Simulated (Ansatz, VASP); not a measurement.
# One calculation of Zn, two programs

```
Zn
1.0
     0.00000    1.91566    2.06301
     1.91566    0.00000    2.06301
     1.91566    1.91566    0.00000
Zn
1
Cartesian
  0.0000 0.0000 0.0000
```

Change from the starting cell: strain -0.025 along x and y, +0.050 along z, atoms carried along.

Alike in both runs: task single point; functional PBE; k mesh 20 × 20 × 20; occupations gaussian, width 0.15 eV; no spin polarisation.

|  | VASP | Ansatz |
| --- | --- | --- |
| version | VASP 6.6.1 | Ansatz 0.2.0 |
| potentials or method | VASP PAW PBE potentials, release 64 (Zn), cutoff 520 eV | scalar-relativistic, plane waves, PAW |
| valence electrons in the cell | 12 | 12 |

Ansatz gave:

| Property | Result |
| --- | --- |
| gap on the k mesh at the Fermi level (eV) | none |
| pressure (GPa) | 0.4 |
| traceless stress, the component that is largest in VASP (GPa) | -3.68 |

What did VASP give for the same quantities?

gap on the k mesh at the Fermi level (eV): none; pressure (GPa): 0.7; traceless stress, the component that is largest in VASP (GPa): -3.70.

A gap of «none» marks a metal or a gap that the smearing closes. With one functional, cell and mesh, what is left measures potentials, basis and numerics.
